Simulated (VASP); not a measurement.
# KBr (Fm-3m) in VASP: a series of runs

The runs below take KBr through single point, relaxation of cell and atoms, with PBE-based screened hybrid with 15 % exact exchange, PBE-based screened hybrid with 20 % exact exchange, PBE-based screened hybrid with 30 % exact exchange, PBE-based screened hybrid with 40 % exact exchange, B3LYP.

Program: VASP 6.6.1. These are calculated values, not measurements. Logs are shortened: lines on timing, memory, paths and dates and some standing lists are left out, and cuts for length are marked.

## Step 1: The cell of the first run

Symmetry: Fm-3m, No. 225, cubic system. Conventional cell: a = 6.600 Å, b = 6.600 Å, c = 6.600 Å, α = 90.00°, β = 90.00°, γ = 90.00°. Br (site symmetry m-3m) has 6 K at 3.30 Å within 4.3 Å. Within 4.3 Å of K (site symmetry m-3m) lie 6 Br at 3.30 Å.

## Step 2: Single point, PBE-based screened hybrid with 15 % exact exchange

File POSCAR:

```
KBr
1.0
    0.0000000000      3.3000000000      3.3000000000
    3.3000000000      0.0000000000      3.3000000000
    3.3000000000      3.3000000000      0.0000000000
Br K
1 1
Direct
    0.5000000000      0.5000000000      0.5000000000
    0.0000000000      0.0000000000      0.0000000000
```

File INCAR.step1:

```
SYSTEM = KBr
PREC = Accurate
ENCUT = 520
EDIFF = 1E-5
ISMEAR = -1
SIGMA = 0.05
LREAL = .False.
LASPH = .True.
NELM = 60
ALGO = Normal
ISIF = 2
LWAVE = .True.
LCHARG = .False.
GGA = PE
NBANDS = 15
```

File INCAR.step2:

```
SYSTEM = KBr
PREC = Accurate
ENCUT = 520
EDIFF = 1E-7
ISMEAR = -1
SIGMA = 0.05
LREAL = .False.
LASPH = .True.
NELM = 60
ALGO = Normal
ISIF = 2
LWAVE = .False.
LCHARG = .False.
GGA = PE
LHFCALC = .True.
AEXX = 0.15
HFSCREEN = 0.2
PRECFOCK = Normal
ISTART = 1
NBANDS = 15
```

File KPOINTS:

```
regular mesh
0
Gamma
  4 4 4
  0 0 0
```

Potentials or basis: VASP PAW PBE potentials, release 64 (Br, K_sv).

Command:

```sh
$ cat potpaw_PBE.64/Br/POTCAR potpaw_PBE.64/K_sv/POTCAR > POTCAR
$ cp INCAR.step1 INCAR
$ mpirun -np 1 vasp_std > vasp.out
$ cp INCAR.step2 INCAR
$ mpirun -np 1 vasp_std > vasp.out
```

OUTCAR:

```text
SYSTEM = KBr
   PREC = Accurate
   ENCUT = 520
   EDIFF = 1E-7
   ISMEAR = -1
   LREAL = .False.
   LASPH = .True.
   NELM = 60
   ISIF = 2
   GGA = PE
   LHFCALC = .True.
   AEXX = 0.15
   HFSCREEN = 0.2
   PRECFOCK = Normal
   ISTART = 1

 ion  position               nearest neighbor table
   1  0.500  0.500  0.500-   2 3.30   2 3.30   2 3.30   2 3.30   2 3.30   2 3.30
   2  0.000  0.000  0.000-   1 3.30   1 3.30   1 3.30   1 3.30   1 3.30   1 3.30

  LATTYP: Found a face centered cubic cell.
 ALAT       =     6.6000000000

  Lattice vectors:

 A1 = (   0.0000000000,   3.3000000000,   3.3000000000)
 A2 = (   3.3000000000,   0.0000000000,   3.3000000000)
 A3 = (   3.3000000000,   3.3000000000,   0.0000000000)

Analysis of symmetry for initial positions (statically):
=====================================================================
 Subroutine PRICEL returns:
 Original cell was already a primitive cell.

 Routine SETGRP: Setting up the symmetry group for a
 face centered cubic supercell.

 Subroutine GETGRP returns: Found 48 space group operations
 (whereof 48 operations were pure point group operations)
 out of a pool of 48 trial point group operations.

The static configuration has the point symmetry O_h .

Analysis of symmetry for dynamics (positions and initial velocities):
=====================================================================
 Subroutine PRICEL returns:
 Original cell was already a primitive cell.

 Routine SETGRP: Setting up the symmetry group for a
 face centered cubic supercell.

 Subroutine GETGRP returns: Found 48 space group operations
 (whereof 48 operations were pure point group operations)
 out of a pool of 48 trial point group operations.

The dynamic configuration has the point symmetry O_h .

 Subroutine INISYM returns: Found 48 space group operations
 (whereof 48 operations are pure point group operations),
 and found     1 'primitive' translations

----------------------------------------------------------------------------------------

                                     Primitive cell

  volume of cell :      71.8740

  direct lattice vectors                    reciprocal lattice vectors
     0.000000000  3.300000000  3.300000000    -0.151515152  0.151515152  0.151515152
     3.300000000  0.000000000  3.300000000     0.151515152 -0.151515152  0.151515152
     3.300000000  3.300000000  0.000000000     0.151515152  0.151515152 -0.151515152

  length of vectors
     4.666904756  4.666904756  4.666904756     0.262431941  0.262431941  0.262431941

  position of ions in fractional coordinates (direct lattice)
     0.500000000  0.500000000  0.500000000
     0.000000000  0.000000000  0.000000000

  ion indices of the primitive-cell ions
   primitive index   ion index
                 1           1
                 2           2

----------------------------------------------------------------------------------------

 KPOINTS: regular mesh

Automatic generation of k-mesh.
 Grid dimensions read from file:
 generate k-points for:    4    4    4

 Generating k-lattice:

  Cartesian coordinates                     Fractional coordinates (reciprocal lattice)
    -0.037878788  0.037878788  0.037878788     0.250000000  0.000000000  0.000000000
     0.037878788 -0.037878788  0.037878788     0.000000000  0.250000000  0.000000000
     0.037878788  0.037878788 -0.037878788     0.000000000  0.000000000  0.250000000

  Length of vectors
     0.065607985  0.065607985  0.065607985

  Shift w.r.t. Gamma in fractional coordinates (k-lattice)
     0.000000000  0.000000000  0.000000000

 Subroutine IBZKPT returns following result:
 ===========================================

 Found      8 irreducible k-points:

 Following reciprocal coordinates:
            Coordinates               Weight
  0.000000  0.000000  0.000000      1.000000
  0.250000  0.000000  0.000000      8.000000
  0.500000  0.000000  0.000000      4.000000
  0.250000  0.250000  0.000000      6.000000
  0.500000  0.250000  0.000000     24.000000
 -0.250000  0.250000  0.000000     12.000000
  0.500000  0.500000  0.000000      3.000000
 -0.250000  0.500000  0.250000      6.000000
   k-points           NKPTS =      8   k-points in BZ     NKDIM =     64   number of bands    NBANDS=     15
   number of dos      NEDOS =    301   number of ions     NIONS =      2
   total plane-waves  NPLWV =  46656
   dimension x,y,z NGX =    36 NGY =   36 NGZ =   36
   dimension x,y,z NGXF=    72 NGYF=   72 NGZF=   72
   ions per type =               1   1
   NGX,Y,Z   is equivalent  to a cutoff of  12.82, 12.82, 12.82 a.u.
   NGXF,Y,Z  is equivalent  to a cutoff of  25.65, 25.65, 25.65 a.u.
 SYSTEM =  KBr
   PREC   = accura    normal or accurate (medium, high low for compatibility)
   ISTART =      1    job   : 0-new  1-cont  2-samecut
   ICHARG =      0    charge: 1-file 2-atom 10-const
   ISPIN  =      1    spin polarized calculation?
   LNONCOLLINEAR =      F non collinear calculations
   LSORBIT =      F    spin-orbit coupling
   LASPH  =      T    aspherical Exc in radial PAW
   ENCUT  =  520.0 eV  38.22 Ry    6.18 a.u.   8.68  8.68  8.68*2*pi/ulx,y,z
   NELM   =     60;   NELMIN=  2; NELMDL=  0     # of ELM steps
   EDIFF  = 0.1E-06   stopping-criterion for ELM
   LREAL  =      F    real-space projection
   EDIFFG = 0.1E-05   stopping-criterion for IOM
   NSW    =      0    number of steps for IOM
   IBRION =     -1    ionic relax: 0-MD 1-quasi-New 2-CG
   NFREE  =      0    steps in history (QN), initial steepest desc. (CG)
   ISIF   =      2    stress and relaxation
   ISYM   =      3    0-nonsym 1-usesym 2-fastsym
   POTIM  = 0.5000    time-step for ionic-motion
   TEBEG  =    0.0;   TEEND  =   0.0 temperature during run
   PSTRESS=    0.0 pullay stress
   NELECT =      16.0000    total number of electrons
   NUPDOWN=      -1.0000    fix difference up-down
   EMIN   =  10.00;   EMAX   =-10.00  energy-range for DOS
   EFERMI =   0.00;   METHOD = LEGACY
   ISMEAR =    -1;   SIGMA  =   0.05  broadening in eV -4-tet -1-fermi 0-gaus
   EFERMI_NEDOS =   21; number of points for ismear=-14 and -15
   IALGO  =     38    algorithm
   IMIX   =      1    mixing-type and parameters
     AMIX     =   0.40;   BMIX     =  1.00
     AMIX_MAG =   1.60;   BMIX_MAG =  1.00
  volume/ion in A,a.u.               =      35.94       242.51
  Fermi-wavevector in a.u.,A,eV,Ry     =   0.992181  1.874950 13.393889  0.984423
  Thomas-Fermi vector in A             =   2.123975
   LORBIT       =      0    0 simple, 1 ext, 2 COOP (PROOUT), +10 PAW based schemes
   GGA     = PE    functional components
   LHFCALC =     T    Hartree Fock is set to
   PRECFOCK=normal    Normal, Fast or Accurate (Low or Medium for compatibility)
   ENCUT4O =  -1.0   cutoff for four orbital integrals eV
   NKREDX  =     1    reduce k-point grid by
   NKREDY  =     1    reduce k-point grid by
   NKREDZ  =     1    reduce k-point grid by
   AEXX    =    0.1500 exact exchange contribution
   HFSCREEN=    0.2000 screening length (either q_TF or 0.3 A-1)
   HFSCREENC=   0.2000 screening length for correlation (either q_TF or 0.3 A-1)
   ENCUTFOCK=  -1.0 apply spherical cutoff to Coloumb kernel
   IVDW    =     0    specifies the selected vdW correction
   LEPSILON=     F    determine dielectric tensor
   LRPA    =     F    only Hartree local field effects (RPA)
 non-spin polarized calculation
  energy-cutoff  :      520.00
  volume of cell :       71.87
 maximum number of plane-waves:      1964
 NGX is ok and might be reduce to    36
  NGX = 28; NGY = 28; NGZ = 28

 number of electron      15.9999997 magnetization

 Free energy of the ion-electron system (eV)
  ---------------------------------------------------
  ext. energy  EPLUGINS =         0.00000000
  ---------------------------------------------------
  free energy    TOTEN  =        -6.79121736 eV

  energy without entropy =       -6.79121736  energy(sigma->0) =       -6.79121736

 E-fermi :  -1.2180     XC(G=0):  -6.6493

 val. band max:       -2.2673845852   @ k =   0.0000   0.0000   0.0000
 cond. band min:       2.8732559594   @ k =   0.0000   0.0000   0.0000
 fundamental gap:      5.1406405446
 Fermi energy:        -1.2180261671

 k-point     1 :       0.0000    0.0000    0.0000
  band No.  band energies     occupation
      1     -31.3669      2.00000
      2     -15.1829      2.00000
      3     -14.0315      2.00000
      4     -14.0315      2.00000
      5     -14.0315      2.00000
      6      -2.2674      2.00000
      7      -2.2674      2.00000
      8      -2.2674      2.00000
      9       2.8733      0.00000
     10       6.1689      0.00000
     11       6.1689      0.00000
     12       6.1689      0.00000
     13       7.0686      0.00000
     14       7.0686      0.00000
     15      10.0340      0.00000

 k-point     2 :       0.2500    0.0000    0.0000
  band No.  band energies     occupation
      1     -31.3640      2.00000
      2     -15.2774      2.00000
      3     -14.0337      2.00000
      4     -14.0337      2.00000
      5     -13.8962      2.00000
      6      -2.9502      2.00000
      7      -2.4436      2.00000
      8      -2.4436      2.00000
      9       4.1385      0.00000
     10       6.0104      0.00000
     11       6.8986      0.00000
     12       6.8986      0.00000
     13       7.8584      0.00000
     14       7.8584      0.00000
     15      10.9357      0.00000

 k-point     3 :       0.5000    0.0000    0.0000
  band No.  band energies     occupation
      1     -31.3612      2.00000
      2     -15.3566      2.00000
      3     -14.0359      2.00000
      4     -14.0359      2.00000
      5     -13.7751      2.00000
      6      -3.4807      2.00000
      7      -2.6071      2.00000
      8      -2.6071      2.00000
      9       5.0269      0.00000
     10       6.7971      0.00000
     11       8.4862      0.00000
     12       8.4862      0.00000
     13       8.6028      0.00000
     14       8.6028      0.00000
     15       9.6358      0.00000

 k-point     4 :       0.2500    0.2500    0.0000
  band No.  band energies     occupation
      1     -31.3631      2.00000
      2     -15.2258      2.00000
      3     -14.0497      2.00000
      4     -14.0497      2.00000
      5     -13.9422      2.00000
      6      -2.9890      2.00000
      7      -2.4359      2.00000
      8      -2.4359      2.00000
      9       4.3742      0.00000
     10       5.0253      0.00000
     11       7.5154      0.00000
     12       7.6810      0.00000
     13       7.6810      0.00000
     14       8.2113      0.00000
     15      10.4702      0.00000

 k-point     5 :       0.5000    0.2500    0.0000
  band No.  band energies     occupation
      1     -31.3603      2.00000
      2     -15.2325      2.00000
      3     -14.0716      2.00000
      4     -14.0521      2.00000
      5     -13.9138      2.00000
      6      -3.1803      2.00000
      7      -2.7448      2.00000
      8      -2.5872      2.00000
      9       5.1337      0.00000
     10       6.0880      0.00000
     11       7.4847      0.00000
     12       8.3341      0.00000
     13       8.4323      0.00000
     14       8.9668      0.00000
     15       9.6970      0.00000

 k-point     6 :      -0.2500    0.2500    0.0000
  band No.  band energies     occupation
      1     -31.3612      2.00000
      2     -15.2825      2.00000
      3     -14.0726      2.00000
      4     -14.0362      2.00000
      5     -13.8518      2.00000
      6      -3.2062      2.00000
      7      -2.6839      2.00000
      8      -2.5953      2.00000
      9       5.3742      0.00000
     10       5.9686      0.00000
     11       7.4014      0.00000
     12       7.5743      0.00000
     13       8.2991      0.00000
     14       9.3330      0.00000
     15       9.7641      0.00000

 k-point     7 :       0.5000    0.5000    0.0000
  band No.  band energies     occupation
      1     -31.3595      2.00000
      2     -15.0754      2.00000
      3     -14.1239      2.00000
      4     -14.0683      2.00000
      5     -14.0683      2.00000
      6      -3.1155      2.00000
      7      -2.5668      2.00000
      8      -2.5668      2.00000
      9       4.3302      0.00000
     10       5.7168      0.00000
     11       8.0177      0.00000
     12       8.0798      0.00000
     13       8.4016      0.00000
     14       9.5877      0.00000
     15       9.5877      0.00000

 k-point     8 :      -0.2500    0.5000    0.2500
  band No.  band energies     occupation
      1     -31.3594      2.00000
      2     -15.1727      2.00000
      3     -14.0958      2.00000
      4     -14.0958      2.00000
      5     -13.9329      2.00000
      6      -2.8776      2.00000
      7      -2.8776      2.00000
      8      -2.8189      2.00000
      9       5.8926      0.00000
     10       5.8926      0.00000
     11       6.8065      0.00000
     12       7.6615      0.00000
     13       9.3238      0.00000
     14       9.6184      0.00000
     15       9.8352      0.00000

------------------------ aborting loop because EDIFF is reached ----------------------------------------

  FORCE on cell =-STRESS in cart. coord.  units (eV):
  Direction    XX          YY          ZZ          XY          YZ          ZX
  --------------------------------------------------------------------------------------
  -------------------------------------------------------------------------------------
  Total        0.2680634      0.2680634      0.2680634      0.0000000      0.0000000      0.0000000
  in kB        5.9755288      5.9755288      5.9755288      0.0000000      0.0000000      0.0000000
  external PRESSURE =       5.9755288 kB  Pullay stress =       0.0000000 kB

 VOLUME and BASIS-vectors are now :
 -----------------------------------------------------------------------------
  energy-cutoff  :      520.00
  volume of cell :       71.87
      direct lattice vectors                 reciprocal lattice vectors
     0.000000000  3.300000000  3.300000000    -0.151515152  0.151515152  0.151515152
     3.300000000  0.000000000  3.300000000     0.151515152 -0.151515152  0.151515152
     3.300000000  3.300000000  0.000000000     0.151515152  0.151515152 -0.151515152

 POSITION                                       TOTAL-FORCE (eV/Angst)
 -----------------------------------------------------------------------------------
      3.30000      3.30000      3.30000        -0.000000     -0.000000      0.000000
      0.00000      0.00000      0.00000         0.000000      0.000000      0.000000
 -----------------------------------------------------------------------------------
    total drift:                                0.000000      0.000000      0.000000

  FREE ENERGIE OF THE ION-ELECTRON SYSTEM (eV)
  ---------------------------------------------------
  free  energy   TOTEN  =        -6.7912173574 eV

  energy  without entropy=       -6.7912173573  energy(sigma->0) =       -6.79121736
```

Run time: 13 min. Hardware: 1 thread of Intel Xeon 8259CL, shared host; peak memory 0.32 GiB.

Results:

```yaml
Free_energy: -6.7912 eV
Pressure: 0.6 GPa
Band_gap_on_the_k_mesh: 5.14 eV
```

Levels at points of the mesh, in eV from the valence-band top:
| k point | band 4 | band 5 | band 6 | band 7 | band 8 | band 9 | band 10 | band 11 | band 12 | band 13 |
| --- | --- | --- | --- | --- | --- | --- | --- | --- | --- | --- |
| (0.00, 0.00, 0.00) | -11.76 | -11.76 | 0.00 | 0.00 | 0.00 | 5.14 | 8.44 | 8.44 | 8.44 | 9.34 |
| (0.50, 0.00, 0.00) | -11.77 | -11.51 | -1.21 | -0.34 | -0.34 | 7.29 | 9.06 | 10.75 | 10.75 | 10.87 |
| (0.50, 0.50, 0.00) | -11.80 | -11.80 | -0.85 | -0.30 | -0.30 | 6.60 | 7.98 | 10.29 | 10.35 | 10.67 |

Caveat: the PAW data sets were made with another functional, which shifts forces and pressure a little.

(Part 1 of 2 ends here.)
